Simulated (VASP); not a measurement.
**SnH2Br2: single point with PBE**

The system is SnH2Br2.

```
Sn H Br
1.0
     4.33685    0.00000    0.00000
    -2.16842    3.75582    0.00000
     0.00000    0.00000    7.48593
Sn H Br
1 2 2
Direct
  0.00000 0.00000 0.00000
  0.33333 0.66667 0.79398
  0.66667 0.33333 0.20602
  0.33333 0.66667 0.22073
  0.66667 0.33333 0.77927
```

The cell was generated, and may not be a known phase.

```yaml
Program: VASP 6.6.1
Task: single point
Functional: PBE
Potentials_or_basis: VASP PAW PBE potentials, release 64 (Sn_d, H, Br)
Cutoff: 520 eV
k_mesh: 6 × 6 × 4
Occupations: gaussian, width 0.1 eV
Spin: no spin polarisation
Dipole_correction: no
Further_INCAR_settings: ALGO = Normal; EDIFF = 1e-07; NBANDS = 23
```

```json
{"Pressure": "0.0 GPa", "Largest force": "0.006 eV/Å", "Band gap on the k mesh": "zero (bands 15 and 16 overlap by 1.42 eV)"}
```

Forces on the atoms (eV/Å):
```
Sn   0.000  0.000  0.000
H    0.000  0.000 -0.002
H    0.000  0.000  0.002
Br   0.000  0.000  0.006
Br   0.000  0.000 -0.006
```

Levels at points of the mesh, in eV from the Fermi level:
| k point | band 13 | band 14 | band 15 | band 16 | band 17 | band 18 |
| --- | --- | --- | --- | --- | --- | --- |
| (0.00, 0.00, 0.00) | -3.12 | -2.56 | -2.24 | -0.36 | 2.01 | 2.01 |
| (0.50, 0.00, 0.00) | -3.35 | -3.01 | -0.56 | 0.57 | 2.78 | 3.05 |
| (0.00, 0.00, 0.50) | -3.32 | -2.24 | -2.16 | -0.41 | 1.99 | 1.99 |
| (0.50, 0.00, 0.50) | -3.39 | -3.17 | -0.50 | 0.62 | 2.75 | 2.85 |

Wall time 28 s on 1 thread of Intel(R) Xeon(R) 6975P-C (Granite Rapids), on a shared host, peak memory 0.25 GiB.

Caveat: spin-orbit coupling is left out, which moves the levels of the heavy elements; this functional lacks dispersion, which binds layers or chains, so the pressure and a relaxed spacing across them are unreliable.
